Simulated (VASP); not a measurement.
Here is a VASP 6.6.1 calculation.

INCAR

```
PREC = Accurate
ENCUT = 600
EDIFF = 1E-6
ISMEAR = -1
SIGMA = 0.05
LREAL = F
LASPH = T
NELM = 120
ALGO = Normal
ISIF = 2
LWAVE = F
LCHARG = F
GGA = CA
NBANDS = 30
GGA_COMPAT = F
```

Contents of KPOINTS:

```
Automatic mesh
0
Gamma
  9 9 9
```

File POSCAR:

```
Ta3Cu
1.0
   -2.0197955131      2.0197955131      4.2360394877
    2.0197955131     -2.0197955131      4.2360394877
    2.0197955131      2.0197955131     -4.2360394877
Ta Cu
3 1
Direct
    0.5000000000      0.5000000000      0.0000000000
    0.2500000000      0.7500000000      0.5000000000
    0.7500000000      0.2500000000      0.5000000000
    0.0000000000      0.0000000000      0.0000000000
```

Potentials or basis: VASP PAW LDA potentials, release 64 (Ta_pv, Cu).

Command:

```bash
$ cat potpaw_LDA.64/Ta_pv/POTCAR potpaw_LDA.64/Cu/POTCAR > POTCAR
$ mpirun -np 1 vasp_std > vasp.out
```

Question: Predict the pressure.

Answer: -13.4 GPa.

Question: Predict the band gap on the k mesh.

Answer: Zero (bands 22 and 23 overlap by 1.30 eV).

Stress tensor (GPa, compression positive):
```
-13.18   0.00   0.00
  0.00 -13.18   0.00
  0.00   0.00 -13.76
```

Caveat: the cell stands under tension; spin-orbit coupling is left out, which moves the levels of the heavy elements.
